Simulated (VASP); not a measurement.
# CuO (P1) in VASP: further runs

Aim: see how the results for CuO move with the level of theory and the settings. Levels: RPBE+D3(BJ), LDA+U, LDA, BLYP, r2SCAN. Tasks: relaxation of cell and atoms, single point.

Everything below comes from runs of VASP 6.6.1. Logs are shortened: lines on timing, memory, paths and dates and some standing lists are left out, and cuts for length are marked.

## (1) The cell of the first run

The typed cell holds 4 atoms: a = 2.988 Å, b = 2.816 Å, c = 5.493 Å, α = 74.89°, β = 74.25°, γ = 66.24°.

## (2) Relaxation of cell and atoms, RPBE+D3(BJ)

The input, INCAR:

```
SYSTEM = CuO
ALGO = Normal ; EDIFF = 1E-6
EDIFFG = -0.01 ; ENCUT = 600
GGA = RP ; IBRION = 2
ISIF = 3 ; ISMEAR = -1
IVDW = 12 ; LASPH = .TRUE.
LCHARG = .FALSE. ; LREAL = .FALSE.
LWAVE = .FALSE. ; NELM = 60
NSW = 60 ; PREC = Accurate
SIGMA = 0.05
```

The input, KPOINTS:

```
k-points
0
G
  10 10 5
  0 0 0
```

The input, POSCAR:

```
CuO
1.0
    0.1896038200     -2.1722883700     -2.0431441000
   -2.0197235200      0.1062952100     -1.9598354900
    2.3832003700      2.2858393900     -4.3894430400
Cu O
2 2
Direct
    0.4562322400      0.5306856300      0.4854117400
    0.9742842800      0.9858673900      0.0243612000
    0.8016626700      0.7447211200      0.7392802400
    0.2678208100      0.2387258700      0.2509468100
```

Potentials or basis: VASP PAW PBE potentials, release 64 (Cu, O).

Launch:

```bash
$ cat potpaw_PBE.64/Cu/POTCAR potpaw_PBE.64/O/POTCAR > POTCAR
$ mpirun -np 1 vasp_std > vasp.out
```

OUTCAR:

```text
SYSTEM = CuO
   EDIFF = 1E-6
   EDIFFG = -0.01
   ENCUT = 600
   GGA = RP
   IBRION = 2
   ISIF = 3
   ISMEAR = -1
   IVDW = 12
   LASPH = .TRUE.
   LREAL = .FALSE.
   NELM = 60
   NSW = 60
   PREC = Accurate
 IVDW          = 12

 ion  position               nearest neighbor table
   1  0.456  0.531  0.485-   4 1.99   4 2.03   3 2.04   3 2.26   3 2.29   4 2.34
   2  0.974  0.986  0.024-   4 2.08   4 2.09   3 2.11   4 2.12   3 2.26
   3  0.802  0.745  0.739-   1 2.04   2 2.11   2 2.26   1 2.26   1 2.29
   4  0.268  0.239  0.251-   1 1.99   1 2.03   2 2.08   2 2.09   2 2.12   1 2.34

  Warning from LATTYP: Got some problem with cell dimensions!
  Tried to take original basis but could not verify dimensions!
  LATTYP: Found a triclinic cell.
 ALAT       =     3.1749032664
 B/A-ratio  =     2.7251577931
 C/A-ratio  =     2.2383871059
 COS(alpha) =     0.0043496800
 COS(beta)  =     0.6735101966
 COS(gamma) =     0.7129624062

  Lattice vectors:

 A1 = (   2.2093273400,  -2.2785835800,  -0.0833086100)
 A2 = (   8.6319747500,  -0.2053346100,  -0.5530806700)
 A3 = (   0.0157307900,  -6.7367113400,   2.2629903300)

Analysis of symmetry for initial positions (statically):
=====================================================================
 Subroutine PRICEL returns:
 Original cell was already a primitive cell.

 Routine SETGRP: Setting up the symmetry group for a
 triclinic supercell.

 Subroutine GETGRP returns: Found  1 space group operations
 (whereof  1 operations were pure point group operations)
 out of a pool of  2 trial point group operations.

The static configuration has the point symmetry C_1 .

Analysis of symmetry for dynamics (positions and initial velocities):
=====================================================================
 Subroutine PRICEL returns:
 Original cell was already a primitive cell.

 Routine SETGRP: Setting up the symmetry group for a
 triclinic supercell.

 Subroutine GETGRP returns: Found  1 space group operations
 (whereof  1 operations were pure point group operations)
 out of a pool of  2 trial point group operations.

The dynamic configuration has the point symmetry C_1 .

 Subroutine INISYM returns: Found  1 space group operations
 (whereof  1 operations are pure point group operations),
 and found     1 'primitive' translations

----------------------------------------------------------------------------------------

                                     Primitive cell

  volume of cell :      40.1156

  direct lattice vectors                    reciprocal lattice vectors
     0.189603820 -2.172288370 -2.043144100     0.100043116 -0.337428150 -0.121401226
    -2.019723520  0.106295210 -1.959835490    -0.354112254  0.100633265 -0.139855778
     2.383200370  2.285839390 -4.389443040     0.111540179  0.112130328 -0.108866997

  length of vectors
     2.988180748  2.816298442  5.492896861     0.372296439  0.393804750  0.192006367

  position of ions in fractional coordinates (direct lattice)
     0.456232240  0.530685630  0.485411740
     0.974284280  0.985867390  0.024361200
     0.801662670  0.744721120  0.739280240
     0.267820810  0.238725870  0.250946810

  ion indices of the primitive-cell ions
   primitive index   ion index
                 1           1
                 2           2
                 3           3
                 4           4

----------------------------------------------------------------------------------------

 KPOINTS: k-points

Automatic generation of k-mesh.
 Grid dimensions read from file:
 generate k-points for:   10   10    5

 Generating k-lattice:

  Cartesian coordinates                     Fractional coordinates (reciprocal lattice)
     0.010004312 -0.033742815 -0.012140123     0.100000000 -0.000000000  0.000000000
    -0.035411225  0.010063327 -0.013985578     0.000000000  0.100000000 -0.000000000
     0.022308036  0.022426066 -0.021773399     0.000000000  0.000000000  0.200000000

  Length of vectors
     0.037229644  0.039380475  0.038401273

  Shift w.r.t. Gamma in fractional coordinates (k-lattice)
     0.000000000  0.000000000  0.000000000

 Subroutine IBZKPT returns following result:
 ===========================================

 Found    252 irreducible k-points:

 Following reciprocal coordinates:
            Coordinates               Weight
  0.000000  0.000000  0.000000      1.000000
  0.100000 -0.000000  0.000000      2.000000
  0.200000 -0.000000  0.000000      2.000000
  0.300000  0.000000  0.000000      2.000000
  0.400000 -0.000000  0.000000      2.000000
  0.500000  0.000000  0.000000      1.000000
[... 16 lines left out ...]
 -0.400000  0.200000 -0.000000      2.000000
 -0.300000  0.200000  0.000000      2.000000
 [... further k-points ...]
   k-points           NKPTS =    252   k-points in BZ     NKDIM =    252   number of bands    NBANDS=     21
   number of dos      NEDOS =    301   number of ions     NIONS =      4
   total plane-waves  NPLWV =  27648
   dimension x,y,z NGX =    24 NGY =   24 NGZ =   48
   dimension x,y,z NGXF=    48 NGYF=   48 NGZF=   96
   ions per type =               2   2
   NGX,Y,Z   is equivalent  to a cutoff of  13.35, 14.17, 14.53 a.u.
   NGXF,Y,Z  is equivalent  to a cutoff of  26.70, 28.33, 29.05 a.u.
 SYSTEM =  CuO
   PREC   = accura    normal or accurate (medium, high low for compatibility)
   ISTART =      0    job   : 0-new  1-cont  2-samecut
   ICHARG =      2    charge: 1-file 2-atom 10-const
   ISPIN  =      1    spin polarized calculation?
   LNONCOLLINEAR =      F non collinear calculations
   LSORBIT =      F    spin-orbit coupling
   LASPH  =      T    aspherical Exc in radial PAW
   ENCUT  =  600.0 eV  44.10 Ry    6.64 a.u.   5.97  5.62 10.97*2*pi/ulx,y,z
   NELM   =     60;   NELMIN=  2; NELMDL= -5     # of ELM steps
   EDIFF  = 0.1E-05   stopping-criterion for ELM
   LREAL  =      F    real-space projection
   EDIFFG = -.1E-01   stopping-criterion for IOM
   NSW    =     60    number of steps for IOM
   IBRION =      2    ionic relax: 0-MD 1-quasi-New 2-CG
   NFREE  =      1    steps in history (QN), initial steepest desc. (CG)
   ISIF   =      3    stress and relaxation
   ISYM   =      2    0-nonsym 1-usesym 2-fastsym
   POTIM  = 0.5000    time-step for ionic-motion
   TEBEG  =    0.0;   TEEND  =   0.0 temperature during run
   PSTRESS=    0.0 pullay stress
   NELECT =      34.0000    total number of electrons
   NUPDOWN=      -1.0000    fix difference up-down
   EMIN   =  10.00;   EMAX   =-10.00  energy-range for DOS
   EFERMI =   0.00;   METHOD = LEGACY
   ISMEAR =    -1;   SIGMA  =   0.05  broadening in eV -4-tet -1-fermi 0-gaus
   EFERMI_NEDOS =   21; number of points for ismear=-14 and -15
   IALGO  =     38    algorithm
   IMIX   =      4    mixing-type and parameters
     AMIX     =   0.40;   BMIX     =  1.00
     AMIX_MAG =   1.60;   BMIX_MAG =  1.00
  volume/ion in A,a.u.               =      10.03        67.68
  Fermi-wavevector in a.u.,A,eV,Ry     =   1.549280  2.927715 32.657640  2.400269
  Thomas-Fermi vector in A             =   2.654110
   LORBIT       =      0    0 simple, 1 ext, 2 COOP (PROOUT), +10 PAW based schemes
   GGA     = RP    functional components
   LHFCALC =     F    Hartree Fock is set to
   AEXX    =    0.0000 exact exchange contribution
   IVDW    =    12    specifies the selected vdW correction
   LEPSILON=     F    determine dielectric tensor
   LRPA    =     F    only Hartree local field effects (RPA)
 conjugate gradient relaxation of ions
 non-spin polarized calculation
  energy-cutoff  :      600.00
  volume of cell :       40.12
 maximum number of plane-waves:      1357
   NGX = 11   NGY = 11   NGZ = 21

--------------------------------------- Ionic step        1  -------------------------------------------

 number of electron      34.0000000 magnetization

 Free energy of the ion-electron system (eV)
  ---------------------------------------------------
  ext. energy  EPLUGINS =         0.00000000
  ---------------------------------------------------
  free energy    TOTEN  =       -16.89402666 eV

  energy without entropy =      -16.86382420  energy(sigma->0) =      -16.87892543

------------------------ aborting loop because EDIFF is reached ----------------------------------------

 Edisp (eV)   -4.78027

 E8    (eV) :    -2.8000

  FORCE on cell =-STRESS in cart. coord.  units (eV):
  Direction    XX          YY          ZZ          XY          YZ          ZX
  --------------------------------------------------------------------------------------
  -------------------------------------------------------------------------------------
  Total      -5.39028    -5.37786    -5.09190     0.34980     0.38507     1.96534
  in kB    -215.28235  -214.78611  -203.36549    13.97078    15.37944    78.49356
  external pressure =     -211.14 kB  Pullay stress =        0.00 kB
[... 103 lines left out ...]
  FREE ENERGIE OF THE ION-ELECTRON SYSTEM (eV)
  ---------------------------------------------------
  free  energy   TOTEN  =       -22.3554757589 eV

  energy  without entropy=      -22.3328045419  energy(sigma->0) =      -22.34414015

[... ionic steps 4 to 50 ...]

--------------------------------------- Ionic step       51  -------------------------------------------

 number of electron      33.9999993 magnetization

------------------------ aborting loop because EDIFF is reached ----------------------------------------

 Edisp (eV)   -5.61369

 E8    (eV) :    -3.3125
[... 73 lines left out ...]
  energy  without entropy=      -22.6378533245  energy(sigma->0) =      -22.64659404

--------------------------------------- Ionic step       53  -------------------------------------------

 number of electron      33.9999993 magnetization

 Free energy of the ion-electron system (eV)
  ---------------------------------------------------
  ext. energy  EPLUGINS =         0.00000000
  ---------------------------------------------------
  free energy    TOTEN  =       -17.04105857 eV

  energy without entropy =      -17.02358143  energy(sigma->0) =      -17.03232000

 E-fermi :   7.6566     XC(G=0): -12.6906

 val. band max:        7.6452937413   @ k =   0.1000   0.0000   0.4000
 cond. band min:       7.6580158029   @ k =   0.0000   0.4000  -0.0000
 fundamental gap:      0.0127220616
 Fermi energy:         7.6566083615

 k-point     1 :       0.0000    0.0000    0.0000
  band No.  band energies     occupation
      1     -13.0086      2.00000
      2     -11.4918      2.00000
      3      -0.9147      2.00000
      4       1.8950      2.00000
      5       2.0058      2.00000
      6       4.6148      2.00000
[... 550 lines left out ...]
      5       1.3435      2.00000
      6       1.8696      2.00000
[... 13 lines left out ...]
     20      15.9405      0.00000
     21      16.9857      0.00000

 [... further k-points ...]

------------------------ aborting loop because EDIFF is reached ----------------------------------------

 Edisp (eV)   -5.61428

 E8    (eV) :    -3.3128

  FORCE on cell =-STRESS in cart. coord.  units (eV):
  Direction    XX          YY          ZZ          XY          YZ          ZX
  --------------------------------------------------------------------------------------
  -------------------------------------------------------------------------------------
  Total       0.01917     0.00978     0.02544    -0.00329     0.01043    -0.01219
  in kB       0.87693     0.44732     1.16361    -0.15034     0.47705    -0.55779
  external pressure =        0.83 kB  Pullay stress =        0.00 kB
[... 19 lines left out ...]
  FREE ENERGIE OF THE ION-ELECTRON SYSTEM (eV)
  ---------------------------------------------------
  free  energy   TOTEN  =       -22.6553380026 eV

  energy  without entropy=      -22.6378608586  energy(sigma->0) =      -22.64659943

 reached required accuracy - stopping structural energy minimisation
```

Run time: 60 min. Hardware: 1 thread of Intel Xeon Platinum 8559C (Emerald Rapids), shared host; peak memory 0.43 GiB.

What came out:

- Free energy: -22.6553 eV
- Relaxed volume: 8.76 Å³/atom
- Relaxed cell: a = 2.971 Å, b = 2.874 Å, c = 5.116 Å, α = 71.87°, β = 73.10°, γ = 58.74°
- Space group after relaxing (to 0.1 Å): C2/c (No. 15)
- Energy gained by relaxing: 245.3 meV/atom
- Ionic steps: 53
- Pressure after relaxing: 0.1 GPa
- Largest force after relaxing: 0.010 eV/Å
- Band gap on the k mesh: zero (bands 17 and 18 overlap by 0.95 eV)
- Dispersion energy per atom: -1.404 eV

Forces in eV/Å, atoms in the order of the input:
```
Cu   0.004 -0.004 -0.006
Cu  -0.004  0.006 -0.002
O   -0.003  0.001  0.009
O    0.003 -0.003 -0.001
```

The path:
```
step  energy change (eV)  largest force (eV/Å)  pressure (GPa)  volume (Å³)
   1              0.0000                1.6766          -21.11        40.12
   3             -0.6812                1.6008            8.00        33.81
   5             -0.9013                0.6897            5.54        33.81
   7             -0.9430                0.1970           -2.78        34.93
   9             -0.9618                0.2401            0.61        34.43
  11             -0.9686                0.0880            0.05        34.53
  13             -0.9706                0.0738           -0.18        34.59
  15             -0.9712                0.0655            0.62        34.48
  17             -0.9718                0.0569            0.53        34.50
  19             -0.9728                0.2034           -0.63        34.76
  21             -0.9738                0.1459           -0.25        34.68
  23             -0.9774                0.0918            0.02        34.77
  25             -0.9779                0.1014            0.21        34.81
  27             -0.9796                0.0764           -0.50        35.03
  29             -0.9800                0.0232            0.34        34.90
  31             -0.9801                0.0155            0.05        34.93
  33             -0.9801                0.0179            0.01        34.94
  35             -0.9802                0.0181           -0.18        34.97
  37             -0.9802                0.0195           -0.04        34.96
  39             -0.9803                0.0192            0.11        34.94
  41             -0.9804                0.0567            0.20        34.95
  43             -0.9806                0.0498            0.03        34.99
  45             -0.9805                0.0329           -0.63        35.13
  47             -0.9808                0.0241           -0.15        35.04
  49             -0.9810                0.0173            0.10        35.02
  51             -0.9810                0.0132            0.02        35.03
  53             -0.9810                0.0095            0.08        35.03
```

Final structure:
```cif
data_structure
_symmetry_space_group_name_H-M 'P 1'
_symmetry_Int_Tables_number 1
_cell_length_a 2.9705
_cell_length_b 2.8736
_cell_length_c 5.1160
_cell_angle_alpha 71.874
_cell_angle_beta 73.101
_cell_angle_gamma 58.742
_cell_volume 35.03
loop_
_atom_site_label
_atom_site_type_symbol
_atom_site_fract_x
_atom_site_fract_y
_atom_site_fract_z
_atom_site_occupancy
Cu1 Cu 0.49955 0.50002 0.49990 1
Cu2 Cu 0.00066 0.99969 0.99992 1
O1 O 0.82034 0.75037 0.75018 1
O2 O 0.17944 0.24993 0.24999 1
```

Levels at points of the mesh, in eV from the Fermi level:
```
           k point  band 14  band 15  band 16  band 17  band 18  band 19  band 20  band 21
(0.00, 0.00, 0.00)    -2.19    -2.12    -1.63     0.36     0.84     2.07     5.97    10.05
(0.50, 0.00, 0.00)    -1.64    -0.96    -0.90    -0.46    -0.30     7.13     7.87     8.25
(0.00, 0.50, 0.00)    -1.68    -0.89    -0.88    -0.49    -0.49     7.38     7.38     9.71
(0.50, 0.50, 0.00)    -1.94    -1.68    -1.56     0.46     0.81     5.84     6.53     9.97
```

Caveat: the dispersion term is far too large for a dense solid, which distorts pressure and volume; the PAW data sets were made with another functional, which shifts forces and pressure a little; semilocal functionals often make such compounds metallic where correlation or magnetic order opens a gap, which also shifts bond lengths.

## (3) Single point, LDA+U

The input, INCAR:

```
PREC = Accurate ; ENCUT = 520
EDIFF = 1E-7 ; ISMEAR = -1
SIGMA = 0.05 ; LREAL = F
LASPH = T ; NELM = 150
ALGO = Normal ; ISIF = 2
LWAVE = F ; LCHARG = F
LMAXMIX = 4 ; LDAU = T
LDAUTYPE = 2 ; LDAUL = 2 -1
LDAUU = 5.3 0 ; LDAUJ = 0 0
LDAUPRINT = 1 ; NBANDS = 25
```

The input, KPOINTS:

```
Automatic mesh
0
Gamma
  10 10 5
```

POSCAR is that of step 2.

Potentials or basis: VASP PAW LDA potentials, release 64 (Cu, O).

Launch:

```bash
$ cat potpaw_LDA.64/Cu/POTCAR potpaw_LDA.64/O/POTCAR > POTCAR
$ mpirun -np 1 vasp_std > vasp.out
```

Wall time 2.7 min (1 thread of Intel Xeon Platinum 8559C (Emerald Rapids), shared host); peak memory 0.3 GiB.

The run converged. Its results:

| Item | Value |
| --- | --- |
| Free energy | -18.4912 eV |
| Pressure | -21.5 GPa |
| Largest force | 1.240 eV/Å |
| Band gap on the k mesh | zero (bands 17 and 18 overlap by 0.74 eV) |

Forces in eV/Å, atoms in the order of the input:
```
Cu   0.802  0.047 -0.944
Cu  -0.591 -0.841  0.420
O    0.091  0.359 -0.070
O   -0.302  0.435  0.594
```

Stress tensor (GPa, compression positive):
```
-22.04   1.60   8.27
  1.60 -19.16   2.49
  8.27   2.49 -23.34
```

Levels at points of the mesh, in eV from the Fermi level:
| k point | band 15 | band 16 | band 17 | band 18 | band 19 | band 20 |
| --- | --- | --- | --- | --- | --- | --- |
| (0.00, 0.00, 0.00) | -1.00 | -0.77 | 0.35 | 0.70 | 1.87 | 6.74 |
| (0.50, 0.00, 0.00) | -1.19 | -0.74 | -0.21 | -0.12 | 7.22 | 7.59 |
| (0.00, 0.50, 0.00) | -1.07 | -0.80 | -0.24 | -0.19 | 7.53 | 7.71 |
| (0.50, 0.50, 0.00) | -1.71 | -1.64 | 0.44 | 0.82 | 5.85 | 6.33 |

Eigenvalues of the final occupation matrices:
| site | spin | trace | eigenvalues |
| --- | --- | --- | --- |
| site 1 d | 1 | 4.66 | 0.88 0.88 0.97 0.97 0.97 |
| site 1 d | 2 | 4.66 | 0.88 0.88 0.97 0.97 0.97 |
| site 2 d | 1 | 4.67 | 0.85 0.92 0.96 0.97 0.97 |
| site 2 d | 2 | 4.67 | 0.85 0.92 0.96 0.97 0.97 |

Caveat: the cell stands under tension; U without spin polarisation on a metal has little footing; forces of over 1 eV/Å act on the atoms, so gaps and moduli don't describe the material at rest.

## (4) Single point, LDA

This run uses another cell than the first one, of 10.63 Å³/atom.

The input, INCAR:

```
PREC = Accurate ; ENCUT = 520
EDIFF = 1E-7 ; ISMEAR = -1
SIGMA = 0.05 ; LREAL = F
LASPH = T ; NELM = 80
ALGO = Normal ; ISIF = 2
LWAVE = F ; LCHARG = F
GGA = CA ; NBANDS = 25
```

The input, KPOINTS:

```
regular mesh
0
Gamma
  10 10 5
```

The input, POSCAR:

```
CuO
1.0
    0.1933224861     -2.2148930761     -2.0832159224
   -2.0593359987      0.1083799591     -1.9982733954
    2.4299416557      2.3306711520     -4.4755324069
Cu O
2 2
Direct
    0.4562322400      0.5306856300      0.4854117400
    0.9742842800      0.9858673900      0.0243612000
    0.8016626700      0.7447211200      0.7392802400
    0.2678208100      0.2387258700      0.2509468100
```

Launch:

```bash
$ cat potpaw_LDA.64/Cu/POTCAR potpaw_LDA.64/O/POTCAR > POTCAR
$ mpirun -np 1 vasp_std > vasp.out
```

Wall time 3.8 min (1 thread of Intel Xeon Platinum 8124M at 3.00GHz (Skylake/Cascade Lake), shared host); peak memory 0.31 GiB.

Results (log left out):

| Property | Result |
| --- | --- |
| Free energy | -21.7428 eV |
| Pressure | -24.4 GPa |
| Largest force | 1.173 eV/Å |
| Band gap on the k mesh | zero (bands 17 and 18 overlap by 0.70 eV) |

Forces on the atoms (eV/Å):
```
Cu   0.745  0.212 -0.881
Cu  -0.603 -0.699  0.478
O    0.090  0.251 -0.040
O   -0.233  0.236  0.443
```

Stress tensor (GPa, compression positive):
```
-24.64   1.49   7.82
  1.49 -22.58   2.53
  7.82   2.53 -25.85
```

Levels at points of the mesh, in eV from the Fermi level:
```
           k point  band 13  band 14  band 15  band 16  band 17  band 18  band 19  band 20  band 21  band 22
(0.00, 0.00, 0.00)    -1.54    -1.38    -0.98    -0.83     0.33     0.59     0.94     5.91     7.82    13.16
(0.50, 0.00, 0.00)    -1.38    -1.29    -0.91    -0.60    -0.25    -0.15     6.17     6.52     7.89     8.92
(0.00, 0.50, 0.00)    -1.29    -1.16    -0.87    -0.65    -0.21    -0.16     6.47     6.68     8.19     8.55
(0.50, 0.50, 0.00)    -1.53    -1.47    -1.34    -1.04     0.44     0.73     4.94     5.35     9.30    10.01
```

Caveat: the cell stands under tension; semilocal functionals often make such compounds metallic where correlation or magnetic order opens a gap, which also shifts bond lengths; forces of over 1 eV/Å act on the atoms, so gaps and moduli don't describe the material at rest. With open d or f shells a metallic result of LDA can be an artefact of self-interaction; +U or a hybrid may open a gap.

[end of part 1 of 2]
